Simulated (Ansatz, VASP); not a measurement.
AgO in VASP and in Ansatz

```
Ag O
1.0
     0.00000    2.04680    2.40800
     2.04680    0.00000    2.40800
     2.04680    2.04680    0.00000
Ag O
1 1
Cartesian
  0.0000 0.0000 0.0000
  3.0702 3.0702 3.6120
```

Change from the starting cell: strain -0.1500 x Voigt [1, 1, 0, 0, 0, 0], atoms carried along.

Alike in both runs: task single point; functional PBEsol; k mesh 18 × 18 × 18; occupations gaussian, width 0.15 eV; no spin polarisation.

|  | VASP | Ansatz |
| --- | --- | --- |
| version | VASP 6.6.1 | Ansatz 0.2.0 |
| potentials or method | VASP PAW PBE potentials, release 64 (Ag, O), cutoff 520 eV | scalar-relativistic, plane waves, PAW |
| valence electrons in the cell | 17 | 25 |

```csv
,VASP,Ansatz,Ansatz less VASP
gap on the k mesh at the Fermi level (eV),none,none,-
pressure (GPa),113.5,113.9,+0.40
"traceless stress, the component that is largest in VASP (GPa)",23.00,22.99,-0.008
```

VASP's potentials were made for PBE, not for PBEsol. A gap of «none» marks a metal or a gap that the smearing closes. Both programs put the cell under a high pressure, so it lies far from rest at this level. The functional is the same, so the differences come from potentials, cutoffs and numerics. VASP's potentials hold 17 valence electrons a cell and Ansatz's 25, so a difference there can come from the potentials and not from the codes.

Noted on VASP's run: the cell as given lies far from equilibrium.
